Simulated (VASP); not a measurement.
A run of VASP 6.6.1 is set up as follows.

POSCAR

```
KAgCl2
1.0
    2.0982415919      1.2114203479      6.6716870356
   -2.0982415919      1.2114203479      6.6716870356
    0.0000000000     -2.4228406959      6.6716870356
K Ag Cl
1 1 2
Direct
    1.0000000000      0.0000000000      0.0000000000
    0.5000000000      0.5000000000      0.5000000000
    0.2383450504      0.2383450504      0.2383450504
    0.7616549496      0.7616549496      0.7616549496
```

Contents of INCAR.step1:

```
PREC = Accurate ; ENCUT = 520
ISMEAR = 0 ; SIGMA = 0.01
LREAL = False ; LASPH = True
NELM = 100 ; NBANDS = 25
GGA = PE ; ALGO = Normal
EDIFF = 1E-4 ; LWAVE = True
LCHARG = False
```

INCAR.step2

```
PREC = Accurate ; ENCUT = 520
EDIFF = 1E-6 ; ISMEAR = 0
SIGMA = 0.01 ; LREAL = False
LASPH = True ; NELM = 100
ALGO = Normal ; ISIF = 2
LWAVE = False ; LCHARG = False
METAGGA = R2SCAN ; LMIXTAU = True
NBANDS = 25 ; ISTART = 1
```

File KPOINTS:

```
regular mesh
0
Gamma
  8 8 8
```

Potentials or basis: VASP PAW PBE potentials, release 64 (K_sv, Ag, Cl).

Launch:

```console
$ cat potpaw_PBE.64/K_sv/POTCAR potpaw_PBE.64/Ag/POTCAR potpaw_PBE.64/Cl/POTCAR > POTCAR
$ cp INCAR.step1 INCAR
$ mpirun -np 1 vasp_std > vasp.out
$ cp INCAR.step2 INCAR
$ mpirun -np 1 vasp_std > vasp.out
```

(1) What does it give for the largest force?

(2) Estimate the band gap on the k mesh.

(3) Predict the pressure.

Answers

(1) 0.006 eV/Å.

(2) 3.08 eV (least direct gap 3.19 eV).

(3) 0.0 GPa.

Caveat: the PAW data sets were made with another functional, which shifts forces and pressure a little.
